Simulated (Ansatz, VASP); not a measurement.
# TiAl3 in VASP and in Ansatz

```
CELL_PARAMETERS angstrom
0.00000 -3.94834 0.00000
0.00000 0.00000 -3.94834
11.84503 -1.31598 1.31598
ATOMIC_POSITIONS crystal
Ti 0.91668 0.08332 0.24998
Ti 0.80558 0.19442 0.58332
Ti 0.69448 0.30552 0.91665
Al 0.47223 0.02777 0.08332
Al 0.36113 0.13887 0.41665
Al 0.25003 0.24997 0.74998
Al 0.97223 0.52777 0.08332
Al 0.86113 0.63887 0.41665
Al 0.75003 0.74997 0.74998
Al 0.19448 0.80552 0.91665
Al 0.41668 0.58332 0.24998
Al 0.30558 0.69442 0.58332
```

Alike in both runs: task single point; functional PBEsol; k mesh 12 × 12 × 4; occupations gaussian, width 0.15 eV; no spin polarisation.

|  | VASP | Ansatz |
| --- | --- | --- |
| version | VASP 6.6.1 | Ansatz 0.2.0 |
| potentials or method | VASP PAW PBE potentials, release 64 (Ti_sv, Al), cutoff 500 eV | scalar-relativistic, plane waves, PAW |
| valence electrons in the cell | 63 | 63 |

Ansatz gave:

```
gap on the k mesh at the Fermi level (eV)                     : none
pressure (GPa)                                                : 3.5
traceless stress, the component that is largest in VASP (GPa) : 6.66
rms of the force components (eV/Å)                            : 0.824
```

Question: Which values does VASP return?

Answer: gap on the k mesh at the Fermi level (eV): none; pressure (GPa): 3.6; traceless stress, the component that is largest in VASP (GPa): 6.66; rms of the force components (eV/Å): 0.825.

VASP's potentials were made for PBE, not for PBEsol. Atom by atom the forces differ by 0.002 eV/Å (rms over components). A gap of «none» marks a metal or a gap that the smearing closes.
